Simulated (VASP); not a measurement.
## Pt: single point with PBEsol

Crystal: Pt.

```xyz
2
Lattice="0.0000 -1.9590 -1.9590 0.0000 1.9590 -1.9590 3.9179 0.0000 0.0000" Properties=species:S:1:pos:R:3 pbc="T T T"
Pt    1.9590   -0.1110   -2.0034
Pt    0.0000    0.1110    0.0444
```

This cell differs from its parent crystal: atoms displaced along several vibrational modes.

| Item | Value |
| --- | --- |
| Program | VASP 6.6.1 |
| Task | single point |
| Functional | PBEsol |
| Potentials or basis | VASP PAW PBE potentials, release 64 (Pt) |
| Cutoff | 520 eV |
| k mesh | 16 × 16 × 12 |
| Occupations | gaussian, width 0.15 eV |
| Spin | no spin polarisation |

| Item | Value |
| --- | --- |
| Pressure | 3.6 GPa |
| Largest force | 1.303 eV/Å |
| Band gap on the k mesh | zero (bands 10 and 11 overlap by 1.30 eV) |

Forces on the atoms (eV/Å):
```
Pt   0.000  1.263  0.318
Pt   0.000 -1.263 -0.318
```

Stress tensor (GPa, compression positive):
```
 6.83  0.00  0.00
 0.00  3.91 -0.95
 0.00 -0.95  0.17
```

Levels at points of the mesh, in eV from the Fermi level:
```
           k point  band 7  band 8  band 9  band 10  band 11  band 12  band 13  band 14
(0.00, 0.00, 0.00)   -1.82   -1.50   -0.10     0.13     0.55     1.71     8.83    11.45
(0.50, 0.00, 0.00)   -2.64   -2.60   -2.38    -0.90     1.36     2.38     9.75    11.69
(0.00, 0.50, 0.00)   -2.35   -2.21   -1.87    -1.24     1.60     2.07    10.27    11.16
(0.50, 0.50, 0.00)    0.25    0.43    0.44     0.55     1.82     2.31     8.49     8.82
(0.00, 0.00, 0.50)   -2.25   -2.25   -1.75    -1.75    -0.67    -0.67    15.52    15.52
(0.50, 0.00, 0.50)   -0.83   -0.83   -0.07    -0.07     0.41     0.41     5.69     5.69
(0.00, 0.50, 0.50)   -0.63   -0.63   -0.25    -0.25     0.12     0.12     5.83     5.83
(0.50, 0.50, 0.50)   -1.80   -1.80    0.49     0.49     6.66     6.66     7.98     7.98
```

It took 7.7 min on 1 thread of Intel Xeon 8259CL, with other jobs on the host, peak memory 0.47 GiB.

Caveat: the cell differs from its parent crystal (atoms displaced along several vibrational modes); the stress differs along the axes, from 0 to 7 GPa; the PAW data sets were made with another functional, which shifts forces and pressure a little; spin-orbit coupling is left out, which moves the levels of the heavy elements.
